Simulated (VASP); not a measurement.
# TaN (P-6m2) in VASP: further runs

Runs on TaN. Level: LDA. Tasks: relaxation of cell and atoms, single point.

Program: VASP 6.6.1. These are calculated values, not measurements. Logs are shortened: lines on timing, memory, paths and dates and some standing lists are left out, and cuts for length are marked.

## (1) The cell of the first run

Symmetry: P-6m2, No. 187, hexagonal system. The conventional cell has a = 2.940 Å, b = 2.940 Å, c = 2.890 Å, α = 90.00°, β = 90.00°, γ = 120.00°. Ta (site symmetry -6m2) has 6 N at 2.23 Å and 8 Ta at 2.89 to 2.94 Å within 3.0 Å. Within 3.0 Å of N (site symmetry -6m2) lie 6 Ta at 2.23 Å and 8 N at 2.89 to 2.94 Å.

## (2) Relaxation of cell and atoms, LDA

Contents of INCAR:

```
PREC = Accurate
ENCUT = 600
EDIFF = 1E-6
ISMEAR = 0
SIGMA = 0.1
LREAL = False
LASPH = True
NELM = 100
ALGO = Normal
ISIF = 3
LWAVE = False
LCHARG = False
IBRION = 2
NSW = 100
EDIFFG = -0.05
```

Contents of KPOINTS:

```
Automatic mesh
0
Gamma
  9 9 8
```

Contents of POSCAR:

```
TaN
1.0
    2.9399421800      0.0000000000      0.0000000000
   -1.4699710900      2.5460646100      0.0000000000
    0.0000000000      0.0000000000      2.8901750800
Ta N
1 1
Direct
    0.0000000000      0.0000000000      0.5000000000
    0.6666666700      0.3333333300      0.0000000000
```

Potentials or basis: VASP PAW LDA potentials, release 64 (Ta_pv, N).

Run with:

```sh
$ cat potpaw_LDA.64/Ta_pv/POTCAR potpaw_LDA.64/N/POTCAR > POTCAR
$ mpirun -np 1 vasp_std > vasp.out
```

OUTCAR:

```text
PREC = Accurate
   ENCUT = 600
   EDIFF = 1E-6
   ISMEAR = 0
   LREAL = False
   LASPH = True
   NELM = 100
   ISIF = 3
   IBRION = 2
   NSW = 100
   EDIFFG = -0.05

 ion  position               nearest neighbor table
   1  0.000  0.000  0.500-   2 2.23   2 2.23   2 2.23   2 2.23   2 2.23   2 2.23
   2  0.667  0.333  0.000-   1 2.23   1 2.23   1 2.23   1 2.23   1 2.23   1 2.23

  LATTYP: Found a hexagonal cell.
 ALAT       =     2.9399421800
 C/A-ratio  =     0.9830720821

  Lattice vectors:

 A1 = (   2.9399421800,   0.0000000000,   0.0000000000)
 A2 = (  -1.4699710900,   2.5460646100,   0.0000000000)
 A3 = (   0.0000000000,   0.0000000000,   2.8901750800)

Analysis of symmetry for initial positions (statically):
=====================================================================
 Subroutine PRICEL returns:
 Original cell was already a primitive cell.

 Routine SETGRP: Setting up the symmetry group for a
 hexagonal supercell.

 Subroutine GETGRP returns: Found 12 space group operations
 (whereof 12 operations were pure point group operations)
 out of a pool of 24 trial point group operations.

The static configuration has the point symmetry D_3h.

Analysis of symmetry for dynamics (positions and initial velocities):
=====================================================================
 Subroutine PRICEL returns:
 Original cell was already a primitive cell.

 Routine SETGRP: Setting up the symmetry group for a
 hexagonal supercell.

 Subroutine GETGRP returns: Found 12 space group operations
 (whereof 12 operations were pure point group operations)
 out of a pool of 24 trial point group operations.

The dynamic configuration has the point symmetry D_3h.

 Subroutine INISYM returns: Found 12 space group operations
 (whereof 12 operations are pure point group operations),
 and found     1 'primitive' translations

----------------------------------------------------------------------------------------

                                     Primitive cell

  volume of cell :      21.6338

  direct lattice vectors                    reciprocal lattice vectors
     2.939942180  0.000000000  0.000000000     0.340142744  0.196381505  0.000000000
    -1.469971090  2.546064610  0.000000000     0.000000000  0.392763010  0.000000000
     0.000000000  0.000000000  2.890175080     0.000000000  0.000000000  0.345999800

  length of vectors
     2.939942180  2.939942177  2.890175080     0.392763010  0.392763010  0.345999800

  position of ions in fractional coordinates (direct lattice)
[... 96 lines left out ...]
   IALGO  =     38    algorithm
   IMIX   =      4    mixing-type and parameters
     AMIX     =   0.40;   BMIX     =  1.00
     AMIX_MAG =   1.60;   BMIX_MAG =  1.00
  volume/ion in A,a.u.               =      10.82        73.00
  Fermi-wavevector in a.u.,A,eV,Ry     =   1.480485  2.797711 29.821741  2.191836
  Thomas-Fermi vector in A             =   2.594513
   LORBIT       =      0    0 simple, 1 ext, 2 COOP (PROOUT), +10 PAW based schemes
   GGA     = CA    functional components
   LHFCALC =     F    Hartree Fock is set to
   AEXX    =    0.0000 exact exchange contribution
   IVDW    =     0    specifies the selected vdW correction
   LEPSILON=     F    determine dielectric tensor
   LRPA    =     F    only Hartree local field effects (RPA)
 conjugate gradient relaxation of ions
 non-spin polarized calculation
 Gauss-broadening in eV      SIGMA  =   0.10
  energy-cutoff  :      600.00
  volume of cell :       21.63
 maximum number of plane-waves:       738
 NGX is ok and might be reduce to    24
   NGX = 11   NGY = 11   NGZ = 11

--------------------------------------- Ionic step        1  -------------------------------------------

 number of electron      16.0000002 magnetization

 Free energy of the ion-electron system (eV)
  ---------------------------------------------------
  ext. energy  EPLUGINS =         0.00000000
  ---------------------------------------------------
  free energy    TOTEN  =       -24.69625351 eV

  energy without entropy =      -24.69585340  energy(sigma->0) =      -24.69605346

------------------------ aborting loop because EDIFF is reached ----------------------------------------

  FORCE on cell =-STRESS in cart. coord.  units (eV):
  Direction    XX          YY          ZZ          XY          YZ          ZX
  --------------------------------------------------------------------------------------
  -------------------------------------------------------------------------------------
  Total       -1.4046962     -1.4046962     -1.7188095      0.0000000      0.0000000      0.0000000
  in kB     -104.0304847   -104.0304844   -127.2934222      0.0000000      0.0000000      0.0000000
  external PRESSURE =    -111.7847971 kB  Pullay stress =       0.0000000 kB
[... 59 lines left out ...]
--------------------------------------- Ionic step        3  -------------------------------------------

 number of electron      16.0000000 magnetization

 Free energy of the ion-electron system (eV)
  ---------------------------------------------------
  ext. energy  EPLUGINS =         0.00000000
  ---------------------------------------------------
  free energy    TOTEN  =       -24.72027100 eV

  energy without entropy =      -24.71987665  energy(sigma->0) =      -24.72007383

 E-fermi :   8.4534     XC(G=0): -13.7247

 val. band max:        8.4170591091   @ k =   0.0000   0.0000   0.3750
 cond. band min:       8.5395177302   @ k =   0.3333   0.3333   0.0000
 fundamental gap:      0.1224586210
 Fermi energy:         8.4533771802

 k-point     1 :       0.0000    0.0000    0.0000
  band No.  band energies     occupation
      1     -26.1628      2.00000
      2     -25.8850      2.00000
      3     -25.8850      2.00000
      4      -9.3455      2.00000
      5       3.7281      2.00000
      6       3.7281      2.00000
      7       4.0705      2.00000
      8       5.4911      2.00000
      9      10.9581      0.00000
     10      12.0971      0.00000
     11      12.0971      0.00000
     12      12.4774      0.00000
[... 331 lines left out ...]
 k-point    24 :       0.3333    0.3333    0.1250
  band No.  band energies     occupation
      1     -26.7257      2.00000
      2     -26.6132      2.00000
      3     -26.1159      2.00000
      4      -6.5799      2.00000
      5       1.2326      2.00000
      6       2.1376      2.00000
      7       2.8098      2.00000
      8       7.9752      2.00000
      9      10.3496      0.00000
     10      10.8706      0.00000
     11      11.6429      0.00000
     12      15.7381      0.00000

 [... further k-points ...]
[... 5 lines left out ...]
  --------------------------------------------------------------------------------------
  -------------------------------------------------------------------------------------
  Total       -0.0713134     -0.0713134     -0.0228385      0.0000000      0.0000000      0.0000000
  in kB       -5.4432889     -5.4432888     -1.7432437      0.0000000      0.0000000      0.0000000
  external PRESSURE =      -4.2099405 kB  Pullay stress =       0.0000000 kB
[... 17 lines left out ...]
  FREE ENERGIE OF THE ION-ELECTRON SYSTEM (eV)
  ---------------------------------------------------
  free  energy   TOTEN  =       -24.7202710036 eV

  energy  without entropy=      -24.7198766476  energy(sigma->0) =      -24.72007383

 reached required accuracy - stopping structural energy minimisation
```

Wall time 46 s (1 thread of Intel Xeon 8259CL, shared host); peak memory 0.16 GiB.

What came out:

* Free energy: -24.7203 eV
* Relaxed volume: 10.50 Å³/atom
* Relaxed cell: a = 2.913 Å, b = 2.913 Å, c = 2.857 Å, α = 90.00°, β = 90.00°, γ = 120.00°
* Space group after relaxing (to 0.1 Å): P-6m2 (No. 187)
* Energy gained by relaxing: 12.0 meV/atom
* Ionic steps: 3
* Pressure after relaxing: -0.4 GPa
* Band gap on the k mesh: zero (bands 8 and 9 overlap by 0.27 eV)

Stress tensor (GPa, compression positive):
```
-0.54  0.00  0.00
 0.00 -0.54  0.00
 0.00  0.00 -0.17
```

Step by step:
| step | energy change (eV) | largest force (eV/Å) | pressure (GPa) | volume (Å³) |
| --- | --- | --- | --- | --- |
| 1 | 0.0000 | 0.0000 | -11.18 | 21.63 |
| 2 | 0.1497 | 0.0000 | 36.62 | 19.36 |
| 3 | -0.0240 | 0.0000 | -0.42 | 20.99 |

Final structure:
```cif
data_structure
_symmetry_space_group_name_H-M 'P 1'
_symmetry_Int_Tables_number 1
_cell_length_a 2.9125
_cell_length_b 2.9125
_cell_length_c 2.8572
_cell_angle_alpha 90.000
_cell_angle_beta 90.000
_cell_angle_gamma 120.000
_cell_volume 20.99
loop_
_atom_site_label
_atom_site_type_symbol
_atom_site_fract_x
_atom_site_fract_y
_atom_site_fract_z
_atom_site_occupancy
Ta1 Ta 0.00000 0.00000 0.50000 1
N1 N 0.66667 0.33333 0.00000 1
```

Caveat: spin-orbit coupling is left out, which moves the levels of the heavy elements.

[end of part 1 of 2]
